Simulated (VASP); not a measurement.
Be4Se, 5 atoms in the cell. The structure is orthorhombic, space group Cmmm (No. 65). Conventional cell: a = 6.035 Å, b = 6.337 Å, c = 2.710 Å, α = 90.00°, β = 90.00°, γ = 90.00°. Be (site symmetry m2m) has 2 Se at 1.81 Å within 2.4 Å. Within 2.3 Å of Be (site symmetry 2mm) lie 1 Se at 1.72 Å. Se (site symmetry mmm) has 6 Be at 1.72 to 1.81 Å within 2.3 Å. 

| Property | Result |
| --- | --- |
| Program | VASP 6.6.1 |
| Task | relaxation of cell and atoms |
| Functional | PBE |
| Potentials or basis | VASP PAW PBE potentials, release 64 (Be, Se) |
| Cutoff | 600 eV |
| k mesh | 4 × 4 × 6 |
| Occupations | gaussian, width 0.1 eV |
| Spin | no spin polarisation |
| Dipole correction | no |
| Further INCAR settings | ALGO = Normal; EDIFF = 1e-07; IBRION = 2; EDIFFG = -0.04; NSW = 90; ISIF = 3 |

Potentials or basis: VASP PAW PBE potentials, release 64 (Be, Se).

Launch:

```console
$ cat potpaw_PBE.64/Be/POTCAR potpaw_PBE.64/Se/POTCAR > POTCAR
$ mpirun -np 1 vasp_std > vasp.out
```

Hardware: 1 thread of Intel(R) Xeon(R) Platinum 8488C (Sapphire Rapids) (shared host).

Estimate the wall time of this run.

Run time: 4.9 min on 1 thread of Intel(R) Xeon(R) Platinum 8488C (Sapphire Rapids) (shared host), peak memory 0.19 GiB. Counts: scf iterations 317, k points 28, ion steps 37.
